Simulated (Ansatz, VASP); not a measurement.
Sr2C in VASP and in Ansatz

```
CELL_PARAMETERS angstrom
2.08020 1.20101 6.58044
-2.08020 1.20101 6.58044
0.00000 -2.40201 6.58044
ATOMIC_POSITIONS crystal
Sr 0.26687 0.26687 0.26687
Sr 0.73313 0.73313 0.73313
C 0.00000 0.00000 0.00000
```

Change from the starting cell: species swapped into the Y2C type (R-3m, No. 166).

Alike in both runs: functional PBE; k mesh 15 × 15 × 15; occupations gaussian, width 0.1 eV; no spin polarisation.

Ansatz relaxed the structure, and its values are those at the end. VASP's run is a single point on that final structure, the one shown.

|  | VASP | Ansatz |
| --- | --- | --- |
| version | VASP 6.6.1 | Ansatz 0.2.0 |
| potentials or method | VASP PAW PBE potentials, release 64 (Sr_sv, C), cutoff 520 eV | scalar-relativistic, plane waves, PAW |
| valence electrons in the cell | 24 | 24 |

Ansatz gave:

```
gap on the k mesh at the Fermi level (eV) : none
pressure (GPa)                            : 0.0
rms of the force components (eV/Å)        : 0.000
```

Q: Which values does VASP return?

A: gap on the k mesh at the Fermi level (eV): none; pressure (GPa): 0.2; rms of the force components (eV/Å): 0.016.

A gap of «none» marks a metal or a gap that the smearing closes.
